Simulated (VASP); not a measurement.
## Si3N4: single point with PBE

The system is Si3N4.

```xyz
21
Lattice="6.4521 0.2464 0.2758 0.2464 6.2577 0.2387 0.2758 0.2387 5.9735" Properties=species:S:1:pos:R:3 pbc="T T T"
Si    1.4045    4.4471    4.0329
Si    3.7337    6.3125    3.0409
Si    1.2920    2.2380    2.3572
Si    5.7112    4.0463    1.9907
Si    5.1744    1.9542    4.3754
Si    4.2518    4.1641    4.9434
Si    0.6690    2.0478    5.4034
Si    2.9279    0.9613    0.4242
Si    1.5657    5.2148    0.7632
N     1.4116    2.7373    3.9680
N     6.5239    2.5163    1.5191
N     5.1398    6.6729    3.8879
N     1.7680    0.7046    5.7960
N     2.6359    1.3867    1.9806
N     0.7326    4.7495    2.2685
N     5.0995    3.5746    3.5997
N     3.5857    5.5381    1.3311
N     4.5018    4.5185    0.7408
N     3.8409    2.5561    5.5089
N     2.9807    5.1394    4.0867
N     1.0068    4.5143    5.6288
```

- Program: VASP 6.6.1
- Task: single point
- Functional: PBE
- Potentials or basis: VASP PAW PBE potentials, release 64 (Si, N)
- Cutoff: 520 eV
- k mesh: 1 × 1 × 1, shifted
- Occupations: fermi-dirac, width 0.05 eV
- Spin: no spin polarisation

| Quantity | Value |
| --- | --- |
| Pressure | 2.8 GPa |
| Largest force | 3.886 eV/Å |
| Band gap on the k mesh | 2.50 eV |

Forces on the atoms (eV/Å):
```
Si   0.232  0.371 -1.916
Si   0.082 -0.201  0.931
Si   0.319  0.337  1.536
Si   0.256 -0.625 -0.439
Si  -0.912 -1.183  0.409
Si  -1.439  1.040  1.496
Si  -0.527 -0.659  0.921
Si   2.347  1.670 -2.608
Si  -1.008 -0.551  0.916
N    0.003 -0.746 -1.239
N   -0.944  0.064 -1.135
N    0.013  1.218  0.088
N   -2.306  1.264 -1.395
N    0.713 -0.137  3.065
N    0.919  0.004  0.223
N    0.951 -0.465 -1.157
N    0.325 -0.238 -1.356
N    0.039  0.768  0.689
N    0.982 -1.966 -0.439
N    0.940  0.140 -0.245
N   -0.986 -0.106  1.656
```

Stress tensor (GPa, compression positive):
```
 9.35 -3.16 -9.20
-3.16  4.00  4.69
-9.20  4.69 -4.89
```

Levels at points of the mesh, in eV from the valence-band top:
```tsv
k point	band 45	band 46	band 47	band 48	band 49	band 50	band 51	band 52
(0.25, 0.25, 0.25)	-0.75	-0.59	-0.23	0.00	2.50	2.96	3.44	3.64
```

Wall time 28 s on 1 thread of AMD EPYC 9R45 96-Core Processor (Zen 5), on a shared host, peak memory 0.27 GiB.

Caveat: the k points lie up to 1.06 Å⁻¹ apart.
